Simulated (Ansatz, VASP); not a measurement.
Na: VASP beside Ansatz

```
Na
1.0
     2.91454    0.00000    0.00000
    -1.45727    2.52406    0.00000
     0.00000    0.00000    4.72155
Na
2
Direct
  0.33333 0.66667 0.25000
  0.66667 0.33333 0.75000
```

Change from the starting cell: volume scaled by 0.52, PAW files.

Alike in both runs: task single point; functional LDA; k mesh 12 × 12 × 7; occupations fermi-dirac, width 0.05 eV; no spin polarisation.

|  | VASP | Ansatz |
| --- | --- | --- |
| version | VASP 6.6.1 | Ansatz 0.2.0 |
| potentials or method | VASP PAW LDA potentials, release 64 (Na_pv) | PAW with Ansatz's default frozen-core files, scalar-relativistic |
| plane-wave cutoff (eV) | 520 | 420 |
| valence electrons in the cell | 14 | 18 |

```csv
,VASP,Ansatz,Ansatz less VASP
pressure (GPa),20.5,20.5,-0.07
```

LDA's correlation is that of Perdew and Zunger in VASP and of Perdew and Wang (1992) in Ansatz. VASP's potentials hold 14 valence electrons a cell and Ansatz's 18, so a difference there can come from the potentials and not from the codes.
